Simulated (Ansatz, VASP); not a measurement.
# Nb: VASP beside Ansatz

```
CELL_PARAMETERS angstrom
1.58153 0.91310 2.13078
-1.58153 0.91310 2.13078
0.00000 -1.82620 2.13078
ATOMIC_POSITIONS crystal
Nb 0.50000 0.50000 0.50000
```

Alike in both runs: functional r2SCAN; k mesh 21 × 21 × 21; occupations gaussian, width 0.1 eV; no spin polarisation.

Ansatz relaxed the structure, and its values are those at the end. VASP's run is a single point on that final structure, the one shown.

```csv
,VASP,Ansatz
version,VASP 6.6.1,Ansatz 0.2.0
potentials or method,"VASP PAW PBE potentials, release 64 (Nb_sv), cutoff 520 eV","scalar-relativistic, plane waves, PAW"
valence electrons in the cell,13,13
```

Ansatz gave:

| Item | Value |
| --- | --- |
| gap on the k mesh at the Fermi level (eV) | none |
| pressure (GPa) | 0.0 |

**Question.** Which values does VASP return?

**Answer.** gap on the k mesh at the Fermi level (eV): none; pressure (GPa): -0.2.

VASP's potentials were made for PBE, not for r2SCAN. A gap of «none» marks a metal or a gap that the smearing closes.
